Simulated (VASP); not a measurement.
Runs of VASP 6.6.1 on C. The structure is that of space group Fd-3m (No. 227), or close to it. The cells are those of the table. 

| task | level | potentials or basis | cell | k mesh | cutoff (eV) | smearing | dipole correction | grid for exact exchange (PRECFOCK) | share of exact exchange | tolerance level | purpose | gap on the mesh (eV) | pressure (GPa) |
| --- | --- | --- | --- | --- | --- | --- | --- | --- | --- | --- | --- | --- | --- |
| single point | r2SCANh | VASP PAW PBE potentials, release 64 (C_h) | a = 2.522 Å, angles 60.0°, 2 atoms | 7 × 7 × 7 | 1060 | fermi-dirac 0.05 eV | no | Normal | 0.1 | - | - | (b) | -6.1 |
| single point | r2SCAN50 | VASP PAW PBE potentials, release 64 (C) | a = 2.572 Å, angles 60.0°, 2 atoms | 7 × 7 × 7 | 520 | fermi-dirac 0.05 eV | no | Normal | 0.5 | - | - | 7.95 | -40.4 |
| single point | r2SCAN50 | VASP PAW PBE potentials, release 64 (C) | a = 2.555 Å, angles 60.0°, 2 atoms | 7 × 7 × 7 | 520 | fermi-dirac 0.05 eV | no | Normal | 0.5 | - | - | (a) | -33.4 |
| band structure | TB-mBJ | VASP PAW PBE potentials, release 64 (C) | a = 2.522 Å, angles 60.0°, 2 atoms | 9 × 9 × 9 | 460 | gaussian 0.03 eV | - | - | - | tight | bands | 4.98 | - |
| band structure | TB-mBJ | VASP PAW PBE potentials, release 64 (C) | a = 2.522 Å, angles 60.0°, 2 atoms | 17 × 17 × 17 | 640 | gaussian 0.03 eV | - | - | - | tight | bands | 4.95 | - |

Alike in all rows: no spin polarisation.

Problem. Estimate the missing entries.

Solution. (a) 8.01; (b) 5.21.

Caveats: some runs use coarse meshes; the PAW data sets were made with another functional, which shifts forces and pressure a little (at least some runs); an odd mesh through Γ misses points on the zone boundary, where band edges can lie (at least some runs); the cutoff is under 1.25 times the usual one of these potentials, so pressure, stress and relaxed cells hold a basis-set (Pulay) error (at least some runs).
